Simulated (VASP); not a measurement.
# WS2 in VASP: notebook

The runs below take WS2 through single point, with PBEsol.

All numbers are computed with VASP 6.6.1; they aren't measurements. Logs are shortened: lines on timing, memory, paths and dates and some standing lists are left out, and cuts for length are marked.

## Step 1: The cell of the first run

The cell holds a slab with vacuum, 6 atoms: a = 2.960 Å, b = 2.960 Å, c = 26.613 Å, α = 90.00°, β = 90.00°, γ = 120.00°.

## Step 2: Single point, PBEsol

Input file INCAR:

```
PREC = Accurate
ENCUT = 520
EDIFF = 1E-6
ISMEAR = 0
SIGMA = 0.05
LREAL = False
LASPH = True
NELM = 100
ALGO = Normal
ISIF = 2
LWAVE = False
LCHARG = True
GGA = PS
LELF = True
LVHAR = True
NBANDS = 35
```

Input file KPOINTS:

```
Automatic mesh
0
Gamma
  12 12 2
```

Input file POSCAR:

```
WS2
1.0
    2.9603877246      0.0000000000      0.0000000000
   -1.4801938623      2.5637709745      0.0000000000
    0.0000000000      0.0000000000     26.6133916673
W S
2 4
Direct
    0.3333333333      0.6666666667      0.6345758579
    0.6666666667      0.3333333333      0.3654241421
    0.3333333333      0.6666666667      0.2989469828
    0.6666666667      0.3333333333      0.5680493466
    0.3333333333      0.6666666667      0.4319506534
    0.6666666667      0.3333333333      0.7010530172
```

Potentials or basis: VASP PAW PBE potentials, release 64 (W_sv, S).

Run with:

```sh
> cat potpaw_PBE.64/W_sv/POTCAR potpaw_PBE.64/S/POTCAR > POTCAR
> mpirun -np 1 vasp_std > vasp.out
```

OUTCAR:

```text
PREC = Accurate
   ENCUT = 520
   EDIFF = 1E-6
   ISMEAR = 0
   LREAL = False
   LASPH = True
   NELM = 100
   ISIF = 2
   GGA = PS

 ion  position               nearest neighbor table
   1  0.333  0.667  0.635-   6 2.46   6 2.46   6 2.46   4 2.46   4 2.46   4 2.46
   2  0.667  0.333  0.365-   3 2.46   3 2.46   3 2.46   5 2.46   5 2.46   5 2.46
   3  0.333  0.667  0.299-   2 2.46   2 2.46   2 2.46
   4  0.667  0.333  0.568-   1 2.46   1 2.46   1 2.46
   5  0.333  0.667  0.432-   2 2.46   2 2.46   2 2.46
   6  0.667  0.333  0.701-   1 2.46   1 2.46   1 2.46

  LATTYP: Found a hexagonal cell.
 ALAT       =     2.9603877246
 C/A-ratio  =     8.9898331378

  Lattice vectors:

 A1 = (   2.9603877246,   0.0000000000,   0.0000000000)
 A2 = (  -1.4801938623,   2.5637709745,   0.0000000000)
 A3 = (   0.0000000000,   0.0000000000,  26.6133916673)

Analysis of symmetry for initial positions (statically):
=====================================================================
 Subroutine PRICEL returns:
 Original cell was already a primitive cell.

 Routine SETGRP: Setting up the symmetry group for a
 hexagonal supercell.

 Subroutine GETGRP returns: Found 12 space group operations
 (whereof 12 operations were pure point group operations)
 out of a pool of 24 trial point group operations.

The static configuration has the point symmetry D_3d.

Analysis of symmetry for dynamics (positions and initial velocities):
=====================================================================
 Subroutine PRICEL returns:
 Original cell was already a primitive cell.

 Routine SETGRP: Setting up the symmetry group for a
 hexagonal supercell.

 Subroutine GETGRP returns: Found 12 space group operations
 (whereof 12 operations were pure point group operations)
 out of a pool of 24 trial point group operations.

The dynamic configuration has the point symmetry D_3d.

 Subroutine INISYM returns: Found 12 space group operations
 (whereof 12 operations are pure point group operations),
 and found     1 'primitive' translations

----------------------------------------------------------------------------------------

                                     Primitive cell

  volume of cell :     201.9892

  direct lattice vectors                    reciprocal lattice vectors
     2.960387725  0.000000000  0.000000000     0.337793591  0.195025221  0.000000000
    -1.480193862  2.563770975  0.000000000     0.000000000  0.390050441  0.000000000
     0.000000000  0.000000000 26.613391667     0.000000000  0.000000000  0.037575068

  length of vectors
     2.960387725  2.960387725 26.613391667     0.390050441  0.390050441  0.037575068

  position of ions in fractional coordinates (direct lattice)
     0.333333333  0.666666667  0.634575858
     0.666666667  0.333333333  0.365424142
     0.333333333  0.666666667  0.298946983
     0.666666667  0.333333333  0.568049347
     0.333333333  0.666666667  0.431950653
     0.666666667  0.333333333  0.701053017

  ion indices of the primitive-cell ions
   primitive index   ion index
                 1           1
                 2           2
                 3           3
                 4           4
                 5           5
                 6           6

----------------------------------------------------------------------------------------

 KPOINTS: Automatic mesh

Automatic generation of k-mesh.
 Grid dimensions read from file:
 generate k-points for:   12   12    2

 Generating k-lattice:

  Cartesian coordinates                     Fractional coordinates (reciprocal lattice)
     0.028149466  0.016252102  0.000000000     0.083333333  0.000000000  0.000000000
     0.000000000  0.032504203  0.000000000     0.000000000  0.083333333  0.000000000
     0.000000000  0.000000000  0.018787534     0.000000000  0.000000000  0.500000000

  Length of vectors
     0.032504203  0.032504203  0.018787534

  Shift w.r.t. Gamma in fractional coordinates (k-lattice)
     0.000000000  0.000000000  0.000000000

 Subroutine IBZKPT returns following result:
 ===========================================

 Found     38 irreducible k-points:

 Following reciprocal coordinates:
            Coordinates               Weight
  0.000000  0.000000  0.000000      1.000000
  0.083333  0.000000  0.000000      6.000000
  0.166667 -0.000000  0.000000      6.000000
  0.250000  0.000000  0.000000      6.000000
  0.333333  0.000000  0.000000      6.000000
  0.416667 -0.000000  0.000000      6.000000
[... 16 lines left out ...]
  0.250000  0.000000  0.500000      6.000000
  0.333333  0.000000  0.500000      6.000000
 [... further k-points ...]
   k-points           NKPTS =     38   k-points in BZ     NKDIM =     38   number of bands    NBANDS=     35
   number of dos      NEDOS =    301   number of ions     NIONS =      6
   total plane-waves  NPLWV = 115200
   dimension x,y,z NGX =    24 NGY =   24 NGZ =  200
   dimension x,y,z NGXF=    48 NGYF=   48 NGZF=  400
   ions per type =               2   4
   NGX,Y,Z   is equivalent  to a cutoff of  13.48, 13.48, 12.49 a.u.
   NGXF,Y,Z  is equivalent  to a cutoff of  26.96, 26.96, 24.99 a.u.
 SYSTEM =  unknown system
   PREC   = accura    normal or accurate (medium, high low for compatibility)
   ISTART =      0    job   : 0-new  1-cont  2-samecut
   ICHARG =      2    charge: 1-file 2-atom 10-const
   ISPIN  =      1    spin polarized calculation?
   LNONCOLLINEAR =      F non collinear calculations
   LSORBIT =      F    spin-orbit coupling
   LASPH  =      T    aspherical Exc in radial PAW
   ENCUT  =  520.0 eV  38.22 Ry    6.18 a.u.   5.50  5.50 49.48*2*pi/ulx,y,z
   NELM   =    100;   NELMIN=  2; NELMDL= -5     # of ELM steps
   EDIFF  = 0.1E-05   stopping-criterion for ELM
   LREAL  =      F    real-space projection
   EDIFFG = 0.1E-04   stopping-criterion for IOM
   NSW    =      0    number of steps for IOM
   IBRION =     -1    ionic relax: 0-MD 1-quasi-New 2-CG
   NFREE  =      0    steps in history (QN), initial steepest desc. (CG)
   ISIF   =      2    stress and relaxation
   ISYM   =      2    0-nonsym 1-usesym 2-fastsym
   POTIM  = 0.5000    time-step for ionic-motion
   TEBEG  =    0.0;   TEEND  =   0.0 temperature during run
   PSTRESS=    0.0 pullay stress
   NELECT =      52.0000    total number of electrons
   NUPDOWN=      -1.0000    fix difference up-down
   EMIN   =  10.00;   EMAX   =-10.00  energy-range for DOS
   EFERMI =   0.00;   METHOD = LEGACY
   ISMEAR =     0;   SIGMA  =   0.05  broadening in eV -4-tet -1-fermi 0-gaus
   EFERMI_NEDOS =   21; number of points for ismear=-14 and -15
   IALGO  =     38    algorithm
   IMIX   =      4    mixing-type and parameters
     AMIX     =   0.40;   BMIX     =  1.00
     AMIX_MAG =   1.60;   BMIX_MAG =  1.00
  volume/ion in A,a.u.               =      33.66       227.18
  Fermi-wavevector in a.u.,A,eV,Ry     =   1.041438  1.968032 14.756774  1.084592
  Thomas-Fermi vector in A             =   2.176058
   LORBIT       =      0    0 simple, 1 ext, 2 COOP (PROOUT), +10 PAW based schemes
   GGA     = PS    functional components
   LHFCALC =     F    Hartree Fock is set to
   AEXX    =    0.0000 exact exchange contribution
   IVDW    =     0    specifies the selected vdW correction
   LEPSILON=     F    determine dielectric tensor
   LRPA    =     F    only Hartree local field effects (RPA)
 non-spin polarized calculation
 Gauss-broadening in eV      SIGMA  =   0.05
  energy-cutoff  :      520.00
  volume of cell :      201.99
 maximum number of plane-waves:      5547
 NGX is ok and might be reduce to    24
   NGX = 11   NGY = 11   NGZ = 99

 number of electron      51.9999999 magnetization

 Free energy of the ion-electron system (eV)
  ---------------------------------------------------
  ext. energy  EPLUGINS =         0.00000000
  ---------------------------------------------------
  free energy    TOTEN  =       -49.08565920 eV

  energy without entropy =      -49.08565920  energy(sigma->0) =      -49.08565920

 E-fermi :   1.2467     XC(G=0):  -6.1313

 val. band max:        0.9679999790   @ k =   0.3333   0.3333   0.5000
 cond. band min:       1.9636201327   @ k =   0.1667   0.1667   0.0000
 fundamental gap:      0.9956201538
 Fermi energy:         1.2466915532

 k-point     1 :       0.0000    0.0000    0.0000
  band No.  band energies     occupation
      1     -72.8178      2.00000
      2     -72.8178      2.00000
      3     -37.1797      2.00000
      4     -37.1797      2.00000
      5     -36.7058      2.00000
      6     -36.7058      2.00000
[... 27 lines left out ...]
     34       4.5328      0.00000
     35       5.9491      0.00000

 k-point     2 :       0.0833    0.0000    0.0000
  band No.  band energies     occupation
      1     -72.8148      2.00000
      2     -72.8148      2.00000
      3     -37.1718      2.00000
      4     -37.1718      2.00000
      5     -36.7513      2.00000
      6     -36.7513      2.00000
[... 27 lines left out ...]
     34       4.7224      0.00000
     35       6.1323      0.00000

 k-point     3 :       0.1667   -0.0000    0.0000
  band No.  band energies     occupation
      1     -72.8066      2.00000
      2     -72.8066      2.00000
      3     -37.1504      2.00000
      4     -37.1504      2.00000
      5     -36.8740      2.00000
      6     -36.8740      2.00000
[... 27 lines left out ...]
     34       5.0852      0.00000
     35       6.6050      0.00000
[... 723 lines left out ...]
 k-point    23 :       0.2500    0.0000    0.5000
  band No.  band energies     occupation
      1     -72.7955      2.00000
      2     -72.7955      2.00000
      3     -37.1210      2.00000
      4     -37.1210      2.00000
      5     -37.0382      2.00000
      6     -37.0382      2.00000
[... 27 lines left out ...]
     34       5.3551      0.00000
     35       7.2763      0.00000

 k-point    24 :       0.3333    0.0000    0.5000
  band No.  band energies     occupation
      1     -72.7843      2.00000
      2     -72.7843      2.00000
      3     -37.1986      2.00000
      4     -37.1986      2.00000
      5     -37.0914      2.00000
      6     -37.0914      2.00000
[... 27 lines left out ...]
     34       5.4698      0.00000
     35       7.2664      0.00000

 [... further k-points ...]

------------------------ aborting loop because EDIFF is reached ----------------------------------------

  FORCE on cell =-STRESS in cart. coord.  units (eV):
  Direction    XX          YY          ZZ          XY          YZ          ZX
  --------------------------------------------------------------------------------------
  -------------------------------------------------------------------------------------
  Total        8.0012105      8.0012105    -16.5038561     -0.0000000      0.0000000     -0.0000000
  in kB       63.4655767     63.4655767   -130.9085351     -0.0000000      0.0000000     -0.0000000
  external PRESSURE =      -1.3257939 kB  Pullay stress =       0.0000000 kB

 VOLUME and BASIS-vectors are now :
 -----------------------------------------------------------------------------
  energy-cutoff  :      520.00
  volume of cell :      201.99
      direct lattice vectors                 reciprocal lattice vectors
     2.960387725  0.000000000  0.000000000     0.337793591  0.195025221  0.000000000
    -1.480193862  2.563770975  0.000000000     0.000000000  0.390050441  0.000000000
     0.000000000  0.000000000 26.613391667     0.000000000  0.000000000  0.037575068

 POSITION                                       TOTAL-FORCE (eV/Angst)
 -----------------------------------------------------------------------------------
     -0.00000      1.70918     16.88822        -0.000000      0.000000     -0.007725
      1.48019      0.85459      9.72518         0.000000      0.000000      0.007725
     -0.00000      1.70918      7.95599        -0.000000      0.000000      2.305562
      1.48019      0.85459     15.11772         0.000000      0.000000      2.285913
     -0.00000      1.70918     11.49567        -0.000000     -0.000000     -2.285913
      1.48019      0.85459     18.65740         0.000000     -0.000000     -2.305562
 -----------------------------------------------------------------------------------
    total drift:                                0.000000      0.000000      0.000000

  FREE ENERGIE OF THE ION-ELECTRON SYSTEM (eV)
  ---------------------------------------------------
  free  energy   TOTEN  =       -49.0856591951 eV

  energy  without entropy=      -49.0856591951  energy(sigma->0) =      -49.08565920
```

Wall time 3.5 min (1 thread of AMD EPYC 9R45 (Zen 5), shared host); peak memory 0.42 GiB.

Results:

```
Free energy            : -49.0857 eV
Largest force          : 2.306 eV/Å
Band gap on the k mesh : 1.00 eV (least direct gap 1.55 eV)
```

Forces in eV/Å, atoms in the order of the input:
```
W    0.000  0.000 -0.008
W    0.000  0.000  0.008
S    0.000  0.000  2.306
S    0.000  0.000  2.286
S    0.000  0.000 -2.286
S    0.000  0.000 -2.306
```

Levels at points of the mesh, in eV from the valence-band top:
```tsv
k point	band 22	band 23	band 24	band 25	band 26	band 27	band 28	band 29	band 30	band 31
(0.00, 0.00, 0.00)	-1.23	-0.18	-0.18	-0.18	-0.18	3.21	3.21	3.22	3.22	3.56
(0.50, 0.00, 0.00)	-2.43	-1.21	-1.18	-0.25	-0.21	2.93	3.09	3.53	3.83	4.22
(0.00, 0.00, 0.50)	-1.23	-0.18	-0.18	-0.18	-0.18	3.21	3.21	3.22	3.22	3.56
(0.50, 0.00, 0.50)	-2.43	-1.21	-1.18	-0.25	-0.21	2.93	3.09	3.53	3.83	4.22
```

Caveat: there is no dipole correction, which matters where the two faces differ; the PAW data sets were made with another functional, which shifts forces and pressure a little; spin-orbit coupling is left out, which moves the levels of the heavy elements.

[end of part 1 of 2]
